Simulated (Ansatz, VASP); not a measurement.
## One calculation of ZnSeS, two programs

```
Zn Se S
1.0
     3.63320    0.00000    0.00000
     0.00000    3.63320    0.00000
     0.00000    0.00000    5.13295
Zn Se S
1 1 1
Direct
  0.00000 0.00000 0.00000
  0.50000 0.50000 0.00000
  0.50000 0.50000 0.50000
```

Change from the starting cell: species swapped into the TmCoC type (Pmmm, No. 47).

Alike in both runs: functional PBE; k mesh 6 × 6 × 4; occupations gaussian, width 0.1 eV; no spin polarisation.

Ansatz relaxed the structure, and its values are those at the end. VASP's run is a single point on that final structure, the one shown.

|  | VASP | Ansatz |
| --- | --- | --- |
| version | VASP 6.6.1 | Ansatz 0.2.0 |
| potentials or method | VASP PAW PBE potentials, release 64 (Zn, Se, S), cutoff 520 eV | scalar-relativistic, plane waves, PAW |
| valence electrons in the cell | 24 | 34 |

Ansatz gave:

```
gap on the k mesh at the Fermi level (eV) : none
pressure (GPa)                            : 0.0
```

Problem. What did VASP give for the same quantities?

Solution. gap on the k mesh at the Fermi level (eV): none; pressure (GPa): 0.1.

A gap of «none» marks a metal or a gap that the smearing closes. VASP's potentials hold 24 valence electrons a cell and Ansatz's 34, so a difference there can come from the potentials and not from the codes.
